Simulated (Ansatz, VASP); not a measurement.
## Os in VASP and in Ansatz

File INCAR:

```
SYSTEM = Os
PREC = Accurate ; ENCUT = 520
EDIFF = 1E-6 ; ISMEAR = -1
SIGMA = 0.05 ; LREAL = .False.
LASPH = .True. ; NELM = 100
ALGO = Normal ; ISIF = 2
LWAVE = .False. ; LCHARG = .False.
GGA = RP ; IVDW = 13
NBANDS = 15
```

Contents of KPOINTS:

```
regular mesh
0
Gamma
  11 11 6
  0 0 0
```

Contents of POSCAR:

```
Os
1.0
    2.7522071502      0.0000000000      0.0000000000
   -1.3761035751      2.3834813086      0.0000000000
    0.0000000000      0.0000000000      4.3483081185
Os
2
Direct
    0.6666666667      0.3333333333      0.7500000000
    0.3333333333      0.6666666667      0.2500000000
```

The input input.yaml:

```yaml
crystal:
  lattice:
    - [2.7522071502, 0.0, 0.0]
    - [-1.3761035751, 2.3834813086, 0.0]
    - [0.0, 0.0, 4.3483081185]
  atoms:
    - { symbol: Os, position: [0.6666666667, 0.3333333333, 0.75] }
    - { symbol: Os, position: [0.3333333333, 0.6666666667, 0.25] }
kpoints:
  mp_grid: { grid: [11, 11, 6] }
scf:
  occupations: { method: fermi_dirac, width: 0.05 }
hamiltonian:
  xc: rpbe
  dispersion: d4
  pseudopotentials: { kind: all_electron, lapw: { basis_error: 0.001 } }
output:
  forces: true
  stress: true
  eigenvalues: true
```

Change from the starting cell: volume scaled by 1.02.

Alike in both runs: task single point; functional RPBE; dispersion D4; k mesh 11 × 11 × 6; occupations fermi-dirac, width 0.05 eV; no spin polarisation.

|  | VASP | Ansatz |
| --- | --- | --- |
| version | VASP 6.6.1 | Ansatz 0.2.0 |
| potentials or method | VASP PAW PBE potentials, release 64 (Os), cutoff 520 eV | all-electron LAPW, scalar-relativistic |

```csv
,VASP,Ansatz,Ansatz less VASP
gap on the k mesh at the Fermi level (eV),none,none,-
pressure (GPa),-9.1,-8.7,+0.37
"traceless stress, the component that is largest in VASP (GPa)",-0.14,-0.02,+0.115
```

VASP's potentials were made for PBE, not for RPBE. A gap of «none» marks a metal or a gap that the smearing closes. Ansatz ran all-electron here, and VASP with PAW potentials.

Neither program's run includes spin-orbit coupling.
